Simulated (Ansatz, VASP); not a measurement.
## HfN: VASP beside Ansatz

```
CELL_PARAMETERS angstrom
0.00000 2.27390 2.27390
2.27390 0.00000 2.27390
2.27390 2.27390 0.00000
ATOMIC_POSITIONS crystal
Hf 0.00000 0.00000 0.00000
N 0.50000 0.50000 0.50000
```

Alike in both runs: task relaxation of cell and atoms; functional PBE; k mesh 16 × 16 × 16; occupations fermi-dirac, width 0.15 eV; no spin polarisation.

|  | VASP | Ansatz |
| --- | --- | --- |
| version | VASP 6.6.1 | Ansatz 0.2.0 |
| potentials or method | VASP PAW PBE potentials, release 64 (Hf_pv, N), cutoff 600 eV | scalar-relativistic, plane waves, PAW |
| valence electrons in the cell | 15 | 31 |

|  | VASP | Ansatz | Ansatz less VASP |
| --- | --- | --- | --- |
| gap on the k mesh at the Fermi level, each at its own relaxed structure (eV) | none | none | - |
| relaxed volume (Å³/atom) | 11.66 | 11.76 | +0.108 |
| relaxed cell length with the largest relative difference (Å) | 3.207 | 3.216 | +0.0099 |

A gap of «none» marks a metal or a gap that the smearing closes. VASP's potentials hold 15 valence electrons a cell and Ansatz's 31, so a difference there can come from the potentials and not from the codes.

Neither program's run includes spin-orbit coupling.
